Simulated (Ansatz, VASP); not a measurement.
# Two plane-wave programs on AgI

File INCAR:

```
ALGO     = Normal         # electronic algorithm
EDIFF    = 1E-7           # SCF threshold, eV
EDIFFG   = -0.01          # ionic threshold
ENCUT    = 500            # plane-wave cutoff, eV
GGA      = PE             # functional
GGA_COMPAT= False        
IBRION   = 2              # ionic algorithm
ISIF     = 3              # what is computed and relaxed
ISMEAR   = 0              # smearing method
LASPH    = True           # aspherical terms in the spheres
LCHARG   = False          # write CHGCAR
LREAL    = False          # projectors in reciprocal space
LWAVE    = False          # write WAVECAR
NELM     = 120            # most SCF steps
NELMIN   = 4            
NSW      = 80             # ionic steps
PREC     = Accurate       # precision mode
SIGMA    = 0.02           # smearing width, eV
```

File KPOINTS:

```
k-points
0
Gamma
  8 8 8
```

POSCAR

```
AgI
1.0
    0.0000000000      3.3255716000      3.3255716000
    3.3255716000      0.0000000000      3.3255716000
    3.3255716000      3.3255716000      0.0000000000
Ag I
1 1
Direct
    0.0000000000      0.0000000000      0.0000000000
    0.2500000000      0.2500000000      0.2500000000
```

Input for Ansatz:

```yaml
crystal:
  lattice:
    - [0.0, 3.3255716, 3.3255716]
    - [3.3255716, 0.0, 3.3255716]
    - [3.3255716, 3.3255716, 0.0]
  atoms:
    - { symbol: Ag, position: [0.0, 0.0, 0.0] }
    - { symbol: I, position: [0.25, 0.25, 0.25] }
basis:
  ecutwfc: 420
kpoints:
  mp_grid: { grid: [8, 8, 8] }
hamiltonian:
  xc: pbe
scf:
  occupations: { method: gaussian, width: 0.02 }
output:
  forces: true
  stress: true
  eigenvalues: true
relax:
  adjacent_minimum: "off"
  f_tol: 0.01
  max_steps: 60
  cell: { stress_tol: 0.1 }
```

Alike in both runs: task relaxation of cell and atoms; functional PBE; k mesh 8 × 8 × 8; occupations gaussian, width 0.02 eV; no spin polarisation.

```csv
,VASP,Ansatz
version,VASP 6.6.1,Ansatz 0.2.0
potentials or method,"VASP PAW PBE potentials, release 64 (Ag, I), cutoff 500 eV","scalar-relativistic, plane waves, PAW"
valence electrons in the cell,18,36
```

```csv
,VASP,Ansatz,Ansatz less VASP
"gap on the k mesh at the Fermi level, each at its own relaxed structure (eV)",1.35,1.34,-0.002
relaxed volume (Å³/atom),36.34,36.42,+0.085
relaxed cell length with the largest relative difference (Å),4.684,4.688,+0.0036
```

VASP's potentials hold 18 valence electrons a cell and Ansatz's 36, so a difference there can come from the potentials and not from the codes.

Spin-orbit coupling is off throughout.
